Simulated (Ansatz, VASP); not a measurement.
**SrTe7: VASP beside Ansatz**

```
CELL_PARAMETERS angstrom
3.25012 1.87646 8.58737
-3.25012 1.87646 8.58737
0.00000 -3.75291 8.58737
ATOMIC_POSITIONS crystal
Sr 0.00000 0.00000 0.00000
Te 0.93392 0.43118 0.43118
Te 0.43118 0.93392 0.43118
Te 0.43118 0.43118 0.93392
Te 0.06608 0.56882 0.56882
Te 0.56882 0.06608 0.56882
Te 0.56882 0.56882 0.06608
Te 0.50000 0.50000 0.50000
```

Alike in both runs: functional PBE; k mesh 6 × 6 × 6; occupations gaussian, width 0.1 eV; no spin polarisation.

Ansatz relaxed the structure, and its values are those at the end. VASP's run is a single point on that final structure, the one shown.

|  | VASP | Ansatz |
| --- | --- | --- |
| version | VASP 6.6.1 | Ansatz 0.2.0 |
| potentials or method | VASP PAW PBE potentials, release 64 (Sr_sv, Te), cutoff 520 eV | scalar-relativistic, plane waves, PAW |
| valence electrons in the cell | 52 | 122 |

|  | VASP | Ansatz | Ansatz less VASP |
| --- | --- | --- | --- |
| gap on the k mesh at the Fermi level (eV) | none | none | - |
| pressure (GPa) | 0.0 | 0.0 | +0.01 |

A gap of «none» marks a metal or a gap that the smearing closes. VASP's potentials hold 52 valence electrons a cell and Ansatz's 122, so a difference there can come from the potentials and not from the codes.

Spin-orbit coupling is off throughout.
